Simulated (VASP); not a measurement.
Wanted: the native input for a VASP 6.6.1 run.

```yaml
Task: single point
Functional: PBEsol
Potentials_or_basis: VASP PAW PBE potentials, release 64 (In_d, Pd)
Cutoff: 520 eV
k_mesh: 14 × 14 × 14
Occupations: gaussian, width 0.15 eV
Spin: no spin polarisation
Dipole_correction: no
Further_INCAR_settings: ALGO = Fast; EDIFF = 1e-07; NBANDS = 18
```

The structure of InPd lies in POSCAR:

```
InPd
1.0
    3.2844518451      0.0000000000      0.0000000000
    0.0000000000      3.2844518451      0.0000000000
    0.0000000000      0.0000000000      3.1709821748
In Pd
1 1
Direct
   -0.0099348178      0.0000000000      0.0000000000
    0.5107188114      0.5000000000      0.5000000000
```

This cell differs from its parent crystal: atoms displaced along a vibrational mode, the cell strained.

The input as run:

INCAR

```
  PREC = Accurate
  ENCUT = 520
  EDIFF = 1E-7
  ISMEAR = 0
  SIGMA = 0.15
  LREAL = False
  LASPH = True
  NELM = 60
  ALGO = Fast
  ISIF = 2
  LWAVE = False
  LCHARG = True
  GGA = PS
  LELF = True
  LVHAR = True
  NBANDS = 18
```

KPOINTS

```
Automatic mesh
0
Gamma
  14 14 14
```

Potentials or basis: VASP PAW PBE potentials, release 64 (In_d, Pd).

Command:

```console
$ cat potpaw_PBE.64/In_d/POTCAR potpaw_PBE.64/Pd/POTCAR > POTCAR
$ mpirun -np 1 vasp_std > vasp.out
```

It gave:

```yaml
Pressure: 0.5 GPa
Largest_force: 0.303 eV/Å
Band_gap_on_the_k_mesh: zero (an odd number of electrons rules out a gap without spin polarisation)
```

Caveat: the cell differs from its parent crystal (atoms displaced along a vibrational mode, the cell strained); the PAW data sets were made with another functional, which shifts forces and pressure a little; spin-orbit coupling is left out, which moves the levels of the heavy elements.

It took 7.4 min on 1 thread of AMD EPYC 7R43 64-Core Processor (Zen 3), with other jobs on the host, peak memory 0.36 GiB.
